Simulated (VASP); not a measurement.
AlAu, 2 atoms in the cell. It takes space group Pm-3m (No. 221, cubic). The conventional cell has a = 3.177 Å, b = 3.177 Å, c = 3.177 Å, α = 90.00°, β = 90.00°, γ = 90.00°. Al (site symmetry m-3m) has 8 Au at 2.75 Å and 6 Al at 3.18 Å within 3.6 Å. Au (site symmetry m-3m) has 8 Al at 2.75 Å and 6 Au at 3.18 Å within 3.6 Å. 

| Quantity | Value |
| --- | --- |
| Program | VASP 6.6.1 |
| Task | single point |
| Functional | PBEsol |
| Potentials or basis | VASP PAW PBE potentials, release 64 (Al, Au) |
| Cutoff | 520 eV |
| k mesh | 14 × 14 × 14 |
| Occupations | gaussian, width 0.1 eV |
| Spin | no spin polarisation |
| Dipole correction | no |
| Further INCAR settings | ALGO = Normal; EDIFF = 1e-06; NBANDS = 14 |

Potentials or basis: VASP PAW PBE potentials, release 64 (Al, Au).

The run is started by

```console
$ cat potpaw_PBE.64/Al/POTCAR potpaw_PBE.64/Au/POTCAR > POTCAR
$ mpirun -np 1 vasp_std > vasp.out
```

Hardware: 1 thread of Intel(R) Xeon(R) Platinum 8175M CPU @ 2.50GHz (Skylake/Cascade Lake), on a shared host.

Problem. Estimate the wall time of this run.

Solution. It took 22 s on 1 thread of Intel(R) Xeon(R) Platinum 8175M CPU @ 2.50GHz (Skylake/Cascade Lake), on a shared host, peak memory 0.18 GiB. Counts: scf iterations 11, k points 120.
